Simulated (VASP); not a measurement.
Ge: single point with r2SCAN

The system is Ge.

```
CELL_PARAMETERS angstrom
0.00000 2.81118 2.84237
2.81118 0.00000 2.84237
2.81118 2.81118 0.00000
ATOMIC_POSITIONS crystal
Ge 0.00000 0.00000 0.00000
Ge 0.25000 0.25000 0.25000
```

- Program: VASP 6.6.1
- Task: single point
- Functional: r2SCAN
- Potentials or basis: VASP PAW PBE potentials, release 64 (Ge_d)
- Cutoff: 520 eV
- k mesh: 10 × 10 × 10
- Occupations: gaussian, width 0.01 eV
- Spin: non-collinear spin, zero start, spin-orbit coupling
- Starting moments: [[0.0, 0.0, 0.0], [0.0, 0.0, 0.0]] μB

```
Pressure                                              : 1.3 GPa
Net moment                                            : 0.00 μB per cell
Valence electrons inside the program's atomic spheres : Ge 12.43
```

Stress tensor (GPa, compression positive):
```
1.60 0.00 0.00
0.00 1.60 0.00
0.00 0.00 0.66
```

Moments on the atoms (μB; x, y, z):
```
Ge  0.00 0.00 0.00
Ge  0.00 0.00 0.00
```

Wall time 57 min on 1 thread of Oxide Virtual Turin-like Processor (shared host), peak memory 0.44 GiB.

Caveat: the PAW data sets were made with another functional, which shifts forces and pressure a little.
